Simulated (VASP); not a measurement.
A run of VASP 6.6.1:

The input INCAR:

```
  PREC = Accurate
  ENCUT = 500
  EDIFF = 1E-6
  ISMEAR = -1
  SIGMA = 0.1
  LREAL = False
  LASPH = True
  NELM = 120
  ALGO = Normal
  ISIF = 2
  LWAVE = False
  LCHARG = False
  GGA = PS
  NBANDS = 16
  GGA_COMPAT = False
```

Contents of KPOINTS:

```
Automatic mesh
0
Gamma
  4 4 4
```

Contents of POSCAR:

```
GaSb
1.0
   -1.5559010000      2.6750030000      2.8933130000
    1.5559010000     -2.6750030000      2.8933130000
    1.5559010000      2.6750030000     -2.8933130000
Ga Sb
1 1
Direct
    0.0000000000      0.0000000000      0.0000000000
    0.5000000000      0.5000000000      0.0000000000
```

Potentials or basis: VASP PAW PBE potentials, release 64 (Ga_d, Sb).

Launch:

```bash
$ cat potpaw_PBE.64/Ga_d/POTCAR potpaw_PBE.64/Sb/POTCAR > POTCAR
$ mpirun -np 1 vasp_std > vasp.out
```

Hardware: 1 thread of Intel(R) Xeon(R) 6975P-C (Granite Rapids) (shared host).

How long does it take, and how much memory?

Run time: 5.4 s on 1 thread of Intel(R) Xeon(R) 6975P-C (Granite Rapids), with other jobs on the host, peak memory 0.17 GiB. Counts: scf iterations 10, k points 18.
